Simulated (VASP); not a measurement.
Here is a VASP 6.6.1 calculation.

POSCAR

```
Cd
1.0
    2.9509006248      0.0000000000      0.0000000000
   -1.4754503124      2.5555549051      0.0000000000
    0.0000000000      0.0000000000      5.8838547497
Cd
2
Direct
    0.3333333333      0.6666666667      0.2500000000
    0.6666666667      0.3333333333      0.7500000000
```

INCAR.step1

```
PREC = Accurate ; ENCUT = 520
ISMEAR = 1 ; SIGMA = 0.1
LREAL = F ; LASPH = T
NELM = 100 ; NBANDS = 19
GGA = PE ; ALGO = Normal
EDIFF = 1E-4 ; LWAVE = T
LCHARG = F
```

Contents of INCAR.step2:

```
PREC = Accurate ; ENCUT = 520
EDIFF = 1E-6 ; ISMEAR = 1
SIGMA = 0.1 ; LREAL = F
LASPH = T ; NELM = 100
ALGO = Normal ; ISIF = 2
LWAVE = F ; LCHARG = T
METAGGA = R2SCAN ; LMIXTAU = T
LELF = T ; LVHAR = T
NBANDS = 19 ; ISTART = 1
```

KPOINTS

```
Automatic mesh
0
Gamma
  12 12 6
```

Potentials or basis: VASP PAW PBE potentials, release 64 (Cd).

The run is started by

```bash
$ cat potpaw_PBE.64/Cd/POTCAR > POTCAR
$ cp INCAR.step1 INCAR
$ mpirun -np 1 vasp_std > vasp.out
$ cp INCAR.step2 INCAR
$ mpirun -np 1 vasp_std > vasp.out
```

Question: Predict the pressure.

Answer: 0.4 GPa.

Question: Predict the band gap on the k mesh.

Answer: Zero (band 12 reaches 4.06 eV, above the bottom of band 13 at -0.36 eV).

Stress tensor (GPa, compression positive):
```
0.49 0.00 0.00
0.00 0.49 0.00
0.00 0.00 0.19
```

Caveat: the PAW data sets were made with another functional, which shifts forces and pressure a little.
